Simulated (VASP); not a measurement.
Here is a VASP 6.6.1 calculation.

INCAR

```
ALGO     = Normal         # electronic algorithm
EDIFF    = 1E-6           # SCF threshold, eV
ENCUT    = 520            # plane-wave cutoff, eV
GGA      = PS             # functional
ISIF     = 2              # what is computed and relaxed
ISMEAR   = 0              # smearing method
LASPH    = T              # aspherical terms in the spheres
LCHARG   = T              # write CHGCAR
LELF     = T              # ELF
LREAL    = F              # projectors in reciprocal space
LVHAR    = T            
LWAVE    = F              # write WAVECAR
NBANDS   = 26             # bands
NELM     = 100            # most SCF steps
PREC     = Accurate       # precision mode
SIGMA    = 0.05           # smearing width, eV
```

KPOINTS

```
k-points
0
Gamma
  8 8 6
```

Contents of POSCAR:

```
ZnSe
1.0
    4.1476469568      0.0000000000      0.0000000000
    0.0000000000      4.1476469568      0.0000000000
    0.0000000000      0.0000000000      5.6955264083
Zn Se
2 2
Direct
    0.0000000000      0.0000000000      0.0000000000
    0.5000000000      0.5000000000      0.0000000000
    0.0000000000      0.5000000000      0.2681677050
    0.5000000000      0.0000000000      0.7318322950
```

Potentials or basis: VASP PAW PBE potentials, release 64 (Zn, Se).

The run is started by

```console
$ cat potpaw_PBE.64/Zn/POTCAR potpaw_PBE.64/Se/POTCAR > POTCAR
$ mpirun -np 1 vasp_std > vasp.out
```

(1) Predict the band gap on the k mesh.

(2) Estimate the largest force.

(3) What does it give for the pressure?

Results:

(1) 1.56 eV, direct.

(2) 0.758 eV/Å.

(3) -4.5 GPa.

Caveat: the PAW data sets were made with another functional, which shifts forces and pressure a little.
